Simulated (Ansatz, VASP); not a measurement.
# Two plane-wave programs on TiO2

```
Ti O
1.0
    -1.88489    1.88489    4.77588
     1.88489   -1.88489    4.77588
     1.88489    1.88489   -4.77588
Ti O
2 4
Direct
  0.00000 0.00000 0.00000
  0.75000 0.25000 0.50000
  0.20753 0.20753 0.00000
  0.95753 0.45753 0.50000
  0.54247 0.04247 0.50000
  0.79247 0.79247 0.00000
```

Alike in both runs: task single point; functional PBEsol; k mesh 8 × 8 × 8; no spin polarisation.

|  | VASP | Ansatz |
| --- | --- | --- |
| version | VASP 6.6.1 | Ansatz 0.2.0 |
| potentials or method | VASP PAW PBE potentials, release 64 (Ti_sv, O) | PAW with Ansatz's default frozen-core files, scalar-relativistic |
| plane-wave cutoff (eV) | 520 | 420 |
| occupations | gaussian, width 0.01 eV | fixed |
| valence electrons in the cell | 48 | 48 |

```csv
,VASP,Ansatz,Ansatz less VASP
gap on the k mesh at the Fermi level (eV),2.12,2.15,+0.024
pressure (GPa),0.7,0.0,-0.72
"traceless stress, the component that is largest in VASP (GPa)",0.06,0.01,-0.051
rms of the force components (eV/Å),0.009,0.000,-0.0094
```

VASP's potentials were made for PBE, not for PBEsol. Atom by atom the forces differ by 0.009 eV/Å (rms over components).
